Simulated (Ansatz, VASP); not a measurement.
## One calculation of Cu3Au, two programs

```
Cu Au
1.0
     3.71284    0.00000    0.00000
     0.00000    3.71284    0.00000
     0.00000    0.00000    3.71284
Cu Au
3 1
Cartesian
  0.0000 1.8564 1.8564
  1.8564 1.8564 0.0000
  1.8564 0.0000 1.8564
  0.0000 0.0000 0.0000
```

Alike in both runs: functional PBEsol; k mesh 12 × 12 × 12; occupations gaussian, width 0.1 eV; no spin polarisation.

Ansatz relaxed the structure, and its values are those at the end. VASP's run is a single point on that final structure, the one shown.

|  | VASP | Ansatz |
| --- | --- | --- |
| version | VASP 6.6.1 | Ansatz 0.2.0 |
| potentials or method | VASP PAW PBE potentials, release 64 (Cu, Au), cutoff 600 eV | scalar-relativistic, plane waves, PAW |
| valence electrons in the cell | 44 | 76 |

VASP gave:

* gap on the k mesh at the Fermi level (eV): none
* pressure (GPa): 0.5

Problem. What did Ansatz give for the same quantities?

Solution. gap on the k mesh at the Fermi level (eV): none; pressure (GPa): 0.0.

VASP's potentials were made for PBE, not for PBEsol. A gap of «none» marks a metal or a gap that the smearing closes. VASP's potentials hold 44 valence electrons a cell and Ansatz's 76, so a difference there can come from the potentials and not from the codes.

Spin-orbit coupling is off throughout.
